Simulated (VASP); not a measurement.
Write the native input for VASP 6.6.1 that does the following.

```yaml
Task: single point
Functional: r2SCAN
Potentials_or_basis: VASP PAW PBE potentials, release 64 (Ba_sv)
Cutoff: 520 eV
k_mesh: 6 × 5 × 6
Occupations: fermi-dirac, width 0.01 eV
Spin: no spin polarisation
Dipole_correction: no
Further_INCAR_settings: ALGO = Normal; EDIFF = 1e-06; NBANDS = 11
```

Ba:

```xyz
1
Lattice="-2.4718 2.4776 2.4485 2.5653 -2.5280 2.5924 2.4507 2.5069 -2.4989" Properties=species:S:1:pos:R:3 pbc="T T T"
Ba   -0.0133   -0.0434    0.0383
```

These files were run (other wordings do the same):

POSCAR

```
Ba
1.0
   -2.4717600000      2.4776470000      2.4485140000
    2.5653110000     -2.5280200000      2.5924380000
    2.4506570000      2.5069170000     -2.4988870000
Ba
1
Direct
   -0.0010750000      0.0047450000     -0.0114680000
```

INCAR.step1

```
PREC = Accurate ; ENCUT = 520
ISMEAR = -1 ; SIGMA = 0.01
LREAL = F ; LASPH = T
NELM = 60 ; NBANDS = 11
GGA = PE ; ALGO = Normal
EDIFF = 1E-4 ; LWAVE = T
LCHARG = F
```

INCAR.step2

```
PREC = Accurate ; ENCUT = 520
EDIFF = 1E-6 ; ISMEAR = -1
SIGMA = 0.01 ; LREAL = F
LASPH = T ; NELM = 60
ALGO = Normal ; ISIF = 2
LWAVE = F ; LCHARG = F
METAGGA = R2SCAN ; LMIXTAU = T
NBANDS = 11 ; ISTART = 1
```

KPOINTS

```
regular mesh
0
Gamma
  6 5 6
```

Potentials or basis: VASP PAW PBE potentials, release 64 (Ba_sv).

Launch:

```sh
$ cat potpaw_PBE.64/Ba_sv/POTCAR > POTCAR
$ cp INCAR.step1 INCAR
$ mpirun -np 1 vasp_std > vasp.out
$ cp INCAR.step2 INCAR
$ mpirun -np 1 vasp_std > vasp.out
```

It gave:

```json
{
  "Pressure": "0.4 GPa",
  "Band gap on the k mesh": "zero (bands 5 and 6 overlap by 0.76 eV)"
}
```

Caveat: the PAW data sets were made with another functional, which shifts forces and pressure a little; spin-orbit coupling is left out, which moves the levels of the heavy elements.

It took 2.7 min on 1 thread of Oxide Virtual Turin-like Processor, on a shared host, peak memory 0.2 GiB.
